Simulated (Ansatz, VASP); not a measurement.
## SiO2: VASP beside Ansatz

```
Si O
1.0
     4.97559    0.00000    0.00000
     0.00000    4.97559    0.00000
     0.00000    0.00000    6.90089
Si O
4 8
Cartesian
  0.9790 0.9790 0.0000
  1.5088 3.4668 5.1757
  3.4668 1.5088 1.7252
  3.9966 3.9966 3.4504
  3.0370 3.6732 4.7067
  1.9386 1.3024 1.2562
  3.6732 3.0370 2.1942
  1.1854 4.4263 6.4319
  1.3024 1.9386 5.6446
  0.5492 3.7902 3.9194
  4.4263 1.1854 0.4690
  3.7902 0.5492 2.9815
```

Alike in both runs: task relaxation of cell and atoms; functional PBE; k mesh 6 × 6 × 4; occupations gaussian, width 0.02 eV; no spin polarisation.

```csv
,VASP,Ansatz
version,VASP 6.6.1,Ansatz 0.2.0
potentials or method,"VASP PAW PBE potentials, release 64 (Si, O), cutoff 600 eV","scalar-relativistic, plane waves, PAW"
valence electrons in the cell,64,64
```

```csv
,VASP,Ansatz,Ansatz less VASP
"gap on the k mesh at the Fermi level, each at its own relaxed structure (eV)",5.51,5.51,+0.001
relaxed volume (Å³/atom),15.34,15.28,-0.054
relaxed length of the cell vector where the two differ most in proportion (Å),7.108,7.098,-0.0103
```
